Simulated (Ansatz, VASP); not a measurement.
## One calculation of Ru, two programs

Contents of POSCAR:

```
Ru
1.0
    2.4462764308      0.0000000000      0.0000000000
    0.0000000000      2.4462764308      0.0000000000
    0.0000000000      0.0000000000      2.4462764308
Ru
1
Direct
    0.0000000000      0.0000000000      0.0000000000
```

Contents of INCAR.step1:

```
SYSTEM = Ru
PREC = Accurate ; ENCUT = 600
ISMEAR = -1 ; SIGMA = 0.05
LREAL = .FALSE. ; LASPH = .TRUE.
NELM = 150 ; ISPIN = 2
MAGMOM = 1 ; LMAXMIX = 4
GGA = PE ; ALGO = Normal
EDIFF = 1E-4 ; LWAVE = .TRUE.
LCHARG = .FALSE.
```

File INCAR.step2:

```
SYSTEM = Ru
PREC = Accurate ; ENCUT = 600
EDIFF = 1E-7 ; ISMEAR = -1
SIGMA = 0.05 ; LREAL = .FALSE.
LASPH = .TRUE. ; NELM = 150
ALGO = Normal ; ISIF = 3
LWAVE = .FALSE. ; LCHARG = .FALSE.
ISPIN = 2 ; MAGMOM = 1
LORBIT = 11 ; LMAXMIX = 4
METAGGA = R2SCAN ; LMIXTAU = .TRUE.
IBRION = 2 ; NSW = 80
EDIFFG = -0.01 ; ISTART = 1
```

KPOINTS

```
regular mesh
0
G
  13 13 13
  0 0 0
```

Input for Ansatz:

```yaml
crystal:
  lattice:
    - [2.4462764308, 0.0, 0.0]
    - [0.0, 2.4462764308, 0.0]
    - [0.0, 0.0, 2.4462764308]
  atoms:
    - { symbol: Ru, position: [0.0, 0.0, 0.0], spin: 1.0 }
hamiltonian:
  xc: r2scan
  pseudopotentials:
    kind: paw
    azcp:
      Ru: "pseudopotentials/Ru.paw.azcp"
basis:
  ecutwfc: 500
  fft_grid_basis: typed
kpoints:
  mp_grid: { grid: [13, 13, 13], shift: [0, 0, 0] }
magnetization:
  spin_polarized: true
scf:
  occupations: { method: fermi_dirac, width: 0.05 }
relax:
  max_steps: 60
  f_tol: 0.01
  cell: {}
output:
  write_density: true
  write_potential: true
  elf: true
  volumetric_format: npy
```

Alike in both runs: task relaxation of cell and atoms; functional r2SCAN; k mesh 13 × 13 × 13; occupations fermi-dirac, width 0.05 eV; collinear spin.

```csv
,VASP,Ansatz
version,VASP 6.6.1,Ansatz 0.2.0
potentials or method,"VASP PAW PBE potentials, release 64 (Ru_pv), cutoff 600 eV","plane waves (500 eV) with PAW, scalar-relativistic"
valence electrons in the cell,14,16
```

```csv
,VASP,Ansatz,Ansatz less VASP
net moment per atom (μB),0.00,0.00,0.000
relaxed volume (Å³/atom),15.53,15.45,-0.085
relaxed cell length with the largest relative difference (Å),2.495,2.490,-0.0045
```

VASP's potentials were made for PBE, not for r2SCAN. VASP's potentials hold 14 valence electrons a cell and Ansatz's 16, so a difference there can come from the potentials and not from the codes. Ansatz's warnings: seeded moment not kept.
